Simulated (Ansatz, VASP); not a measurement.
## Two plane-wave programs on Cu

```xyz
1
Lattice="-1.4542 1.4542 1.3118 1.4542 -1.4542 1.3118 1.4542 1.4542 -1.3118" Properties=species:S:1:pos:R:3 pbc="T T T"
Cu    0.0000    0.0000    0.0000
```

Alike in both runs: functional LDA; k mesh 16 × 16 × 16; occupations fermi-dirac, width 0.05 eV; no spin polarisation; Hubbard terms Cu d U = 5.0 eV.

Ansatz relaxed the structure, and its values are those at the end. VASP's run is a single point on that final structure, the one shown.

|  | VASP | Ansatz |
| --- | --- | --- |
| version | VASP 6.6.1 | Ansatz 0.2.0 |
| potentials or method | VASP PAW LDA potentials, release 64 (Cu) | PAW with Ansatz's default frozen-core files, scalar-relativistic |
| plane-wave cutoff (eV) | 520 | 420 |
| valence electrons in the cell | 11 | 19 |

```csv
,VASP,Ansatz,Ansatz less VASP
pressure (GPa),-5.4,0.0,+5.42
```

LDA's correlation is that of Perdew and Zunger in VASP and of Perdew and Wang (1992) in Ansatz. The programs project onto different local orbitals, so the same U acts differently, and such runs can settle in different states. VASP's potentials hold 11 valence electrons a cell and Ansatz's 19, so a difference there can come from the potentials and not from the codes. Ansatz's warnings: filled band counts differ across k points.
